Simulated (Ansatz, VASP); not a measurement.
TaRu: VASP beside Ansatz

File INCAR:

```
  PREC = Accurate
  ENCUT = 520
  EDIFF = 1E-8
  ISMEAR = -1
  SIGMA = 0.05
  LREAL = False
  LASPH = True
  NELM = 80
  ALGO = Normal
  ISIF = 2
  LWAVE = False
  LCHARG = False
  GGA = CA
  LEFG = True
  NBANDS = 20
```

File KPOINTS:

```
Automatic mesh
0
Gamma
  11 11 10
```

POSCAR

```
TaRu
1.0
    3.0530000000      0.0000000000      0.0000000000
    0.0000000000      3.0530000000      0.0000000000
    0.0000000000      0.0000000000      3.3212200000
Ta Ru
1 1
Direct
    0.5000000000      0.5000000000      0.5000000000
    0.0000000000      0.0000000000      0.0000000000
```

Input for Ansatz:

```yaml
crystal:
  lattice:
    - [3.053, 0.0, 0.0]
    - [0.0, 3.053, 0.0]
    - [0.0, 0.0, 3.32122]
  atoms:
    - { symbol: Ta, position: [0.5, 0.5, 0.5] }
    - { symbol: Ru, position: [0.0, 0.0, 0.0] }
kpoints:
  mp_grid: { grid: [11, 11, 10] }
scf:
  occupations: { method: fermi_dirac, width: 0.05 }
hamiltonian:
  xc: lda
  pseudopotentials: { kind: all_electron, datasets: crystal }
output:
  forces: true
  stress: true
  eigenvalues: true
  efg: { contact_densities: true }
```

Change from the starting cell: zz strain of -2 %, crystal datasets.

Alike in both runs: task electric field gradients; functional LDA; k mesh 11 × 11 × 10; occupations fermi-dirac, width 0.05 eV; no spin polarisation.

```csv
,VASP,Ansatz
version,VASP 6.6.1,Ansatz 0.2.0
potentials or method,"VASP PAW LDA potentials, release 64 (Ta_pv, Ru_pv), cutoff 520 eV","all-electron PAW with datasets made for the crystal, scalar-relativistic"
```

```csv
,VASP,Ansatz,Ansatz less VASP
pressure (GPa),-4.6,-5.5,-0.85
"traceless stress, the component that is largest in VASP (GPa)",2.06,2.20,+0.138
size of Vzz on the site where it differs most (V/Å²),23.0,16.3,-6.72
```

LDA's correlation is that of Perdew and Zunger in VASP and of Perdew and Wang (1992) in Ansatz. Ansatz ran all-electron here, and VASP with PAW potentials.

Neither program's run includes spin-orbit coupling.
